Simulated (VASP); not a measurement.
Here is a VASP 6.6.1 calculation.

The input INCAR:

```
PREC     = Accurate       # precision mode
ENCUT    = 520            # plane-wave cutoff, eV
EDIFF    = 1E-6           # SCF threshold, eV
ISMEAR   = 0              # smearing method
SIGMA    = 0.1            # smearing width, eV
LREAL    = False          # projectors in reciprocal space
LASPH    = True           # aspherical terms in the spheres
NELM     = 150            # most SCF steps
ALGO     = Normal         # electronic algorithm
ISIF     = 2              # what is computed and relaxed
LWAVE    = False          # write WAVECAR
LCHARG   = False          # write CHGCAR
ISPIN    = 2              # spin polarisation
MAGMOM   = 1 1 0          # initial moments
LORBIT   = 11             # projections on sites
LMAXMIX  = 4              # l up to which the mixer works
GGA      = PE             # functional
NBANDS   = 26             # bands
```

KPOINTS

```
regular mesh
0
Gamma
  6 6 4
```

File POSCAR:

```
Ti2Cl
1.0
    2.8407889719     -1.5045948258     -0.2953670828
    2.8407889719      1.5045948258     -0.2953670828
   -0.4189618039      0.0000000000      6.2401702874
Ti Cl
2 1
Direct
    0.6192649082      0.6192649082      0.3361477626
    0.3807350918      0.3807350918      0.6638522374
    0.0000000000      0.0000000000      0.0000000000
```

Potentials or basis: VASP PAW PBE potentials, release 64 (Ti_sv, Cl).

Run with:

```console
$ cat potpaw_PBE.64/Ti_sv/POTCAR potpaw_PBE.64/Cl/POTCAR > POTCAR
$ mpirun -np 1 vasp_std > vasp.out
```

Task: What does it give for the pressure?

Result: 0.5 GPa.

Task: Predict the net moment.

Result: 0.95 μB per cell.

Task: Estimate the site moments.

Result: Ti +0.38; Cl -0.01 μB.

Stress tensor (GPa, compression positive):
```
 1.90  0.00  1.08
 0.00  1.41  0.00
 1.08  0.00 -1.78
```

Caveat: the k points lie up to 0.39 Å⁻¹ apart.
